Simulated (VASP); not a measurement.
Here is a VASP 6.6.1 calculation.

Contents of INCAR:

```
  ALGO = Normal
  EDIFF = 1E-6
  ENCUT = 520
  GGA = PE
  ISIF = 2
  ISMEAR = -1
  ISYM = 0
  LASPH = T
  LCHARG = F
  LREAL = Auto
  LWAVE = F
  NBANDS = 78
  NELM = 60
  PREC = Accurate
  SIGMA = 0.1034
```

KPOINTS

```
k-points
0
Gamma
  1 1 1
```

File POSCAR:

```
Al2O3
1.0
    6.5712240000      0.0218150000     -0.0138680000
    0.0218150000      6.5996800000     -0.0068760000
   -0.0138680000     -0.0068760000      6.2950720000
Al O
10 15
Direct
    0.3494437508      0.2567985690      0.5882046834
    0.6734509205      0.0992878513      0.5263784307
    0.9795170878      0.9083973455      0.8100579442
    0.9778118937      0.5691820042      0.5308399953
    0.5842366077      0.3742036339      0.2340547046
    0.1735435844      0.8953040283      0.2063617085
    0.8279981030      0.6116457491      0.9402263157
    0.3463856554      0.5730387575      0.9388932947
    0.5682666732     -0.0242847481      0.0128230051
    0.1000349213      0.2821116828      0.2065288664
    0.6530417517      0.1123712671      0.2499286820
    0.2380755809      0.1070173046      0.3998812854
    0.7960915890      0.8585829797      0.0243830118
    0.4783706784      0.0408297705      0.7364857447
    0.5768112694      0.3677386287      0.5211476198
    0.1173522016      0.7333489979      0.3888528913
    0.1012066095      0.6969589744      0.9345587824
    0.8738735219      0.4385152389      0.2867659192
    0.1601739085      0.4192700697      0.6727003588
    0.3043738312      0.4302857374      0.2079829589
    0.1087869233      0.0850270815     -0.0028045266
    0.4166767165      0.7880599816      0.0996948364
    0.6105790065      0.4415203282      0.9557389341
    0.9084086374      0.1124528335      0.6336024491
    0.8021483030      0.7034850768      0.6827017000
```

Potentials or basis: VASP PAW PBE potentials, release 64 (Al, O).

Command:

```sh
$ cat potpaw_PBE.64/Al/POTCAR potpaw_PBE.64/O/POTCAR > POTCAR
$ mpirun -np 1 vasp_gam > vasp.out
```

(1) What does it give for the largest force?

(2) What does it give for the pressure?

(3) What does it give for the band gap on the k mesh?

## Answers

(1) 4.133 eV/Å.

(2) 10.7 GPa.

(3) 2.07 eV.

Caveat: the k points lie up to 1.00 Å⁻¹ apart.
